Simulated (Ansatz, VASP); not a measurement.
**Two plane-wave programs on WC**

```xyz
4
Lattice="4.2331 0.0000 0.0000 -2.1165 3.6659 0.0000 0.0000 0.0000 4.3323" Properties=species:S:1:pos:R:3 pbc="T T T"
W     0.0000    2.4440    0.0000
W     2.1165    1.2220    0.0000
C     0.0000    0.0000    0.6820
C     0.0000    0.0000    3.6504
```

Alike in both runs: functional PBE; k mesh 5 × 5 × 4; occupations gaussian, width 0.2 eV; no spin polarisation.

Ansatz relaxed the structure, and its values are those at the end. VASP's run is a single point on that final structure, the one shown.

```csv
,VASP,Ansatz
version,VASP 6.6.1,Ansatz 0.2.0
potentials or method,"VASP PAW PBE potentials, release 64 (W_sv, C), cutoff 600 eV","scalar-relativistic, plane waves, PAW"
valence electrons in the cell,36,36
```

```tsv
	VASP	Ansatz	Ansatz less VASP
gap on the k mesh at the Fermi level (eV)	none	none	-
pressure (GPa)	0.6	-0.2	-0.73
rms of the force components (eV/Å)	0.024	0.017	-0.0075
```

A gap of «none» marks a metal or a gap that the smearing closes.

The k mesh is coarse, so the values compare programs but aren't converged. Neither program's run includes spin-orbit coupling.
